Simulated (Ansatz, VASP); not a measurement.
**Two plane-wave programs on C**

```xyz
2
Lattice="0.0000 1.7660 1.7660 1.7660 0.0000 1.7660 1.7660 1.7660 0.0000" Properties=species:S:1:pos:R:3 pbc="T T T"
C     1.7660    1.7660    1.7660
C     2.6491    2.6491    2.6491
```

Alike in both runs: functional LDA; k mesh 10 × 10 × 10; occupations gaussian, width 0.1 eV; no spin polarisation.

Ansatz relaxed the structure, and its values are those at the end. VASP's run is a single point on that final structure, the one shown.

|  | VASP | Ansatz |
| --- | --- | --- |
| version | VASP 6.6.1 | Ansatz 0.2.0 |
| potentials or method | VASP PAW LDA potentials, release 64 (C), cutoff 600 eV | scalar-relativistic, plane waves, PAW |
| valence electrons in the cell | 8 | 8 |

VASP gave:

```
gap on the k mesh at the Fermi level (eV) : 4.20
least direct gap on the mesh (eV)         : 5.63
pressure (GPa)                            : 0.7
```

Which values does Ansatz return?

gap on the k mesh at the Fermi level (eV): 4.21; least direct gap on the mesh (eV): 5.62; pressure (GPa): -0.1.

LDA's correlation is that of Perdew and Zunger in VASP and of Perdew and Wang (1992) in Ansatz.
